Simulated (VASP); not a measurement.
Input of a VASP 6.6.1 run:

The input INCAR:

```
  ALGO = Normal
  EDIFF = 1E-6
  ENCUT = 520
  GGA = PE
  ISIF = 2
  ISMEAR = -1
  ISPIN = 2
  ISYM = 0
  LASPH = T
  LCHARG = F
  LDAU = T
  LDAUJ = 0 0
  LDAUL = 2 -1
  LDAUPRINT = 1
  LDAUTYPE = 2
  LDAUU = 6.8 0
  LMAXMIX = 4
  LORBIT = 11
  LREAL = F
  LWAVE = F
  MAGMOM = 4.5 4.5 0 0
  NBANDS = 31
  NELM = 150
  PREC = Accurate
  SIGMA = 0.05
```

File KPOINTS:

```
k-points
0
Gamma
  4 6 7
```

Contents of POSCAR:

```
MnO
1.0
   -2.2232000000     -2.2232000000     -4.4464000000
    2.2232000000     -2.2232000000      0.0000000000
   -2.2232000000     -2.2232000000      0.0000000000
Mn O
2 2
Direct
    0.0000000000      0.0000000000      0.0000000000
    0.5000000000      0.5000000000      0.0000000000
    0.0000000000      0.5000000000      0.5000000000
    0.5000000000      0.0000000000      0.5000000000
```

Potentials or basis: VASP PAW PBE potentials, release 64 (Mn_pv, O).

Run with:

```console
$ cat potpaw_PBE.64/Mn_pv/POTCAR potpaw_PBE.64/O/POTCAR > POTCAR
$ mpirun -np 1 vasp_std > vasp.out
```

Q: Estimate the pressure.

A: 9.1 GPa.

Q: What does it give for the net moment?

A: 10.00 μB per cell.

Q: Predict the site moments.

A: Mn +4.70; O +0.11 μB.

Q: Estimate the band gap on the k mesh.

A: 0.77 eV.

Eigenvalues of the final occupation matrices:
| site | spin | trace | eigenvalues |
| --- | --- | --- | --- |
| site 1 d | 1 | 4.82 | 0.95 0.95 0.95 0.98 0.98 |
| site 1 d | 2 | 0.16 | 0.01 0.01 0.01 0.06 0.06 |
| site 2 d | 1 | 4.82 | 0.95 0.95 0.95 0.98 0.98 |
| site 2 d | 2 | 0.16 | 0.01 0.01 0.01 0.06 0.06 |

Caveat: only a ferromagnetic start was run, and an antiferromagnetic order may lie lower in energy. A k mesh can miss the band edges.
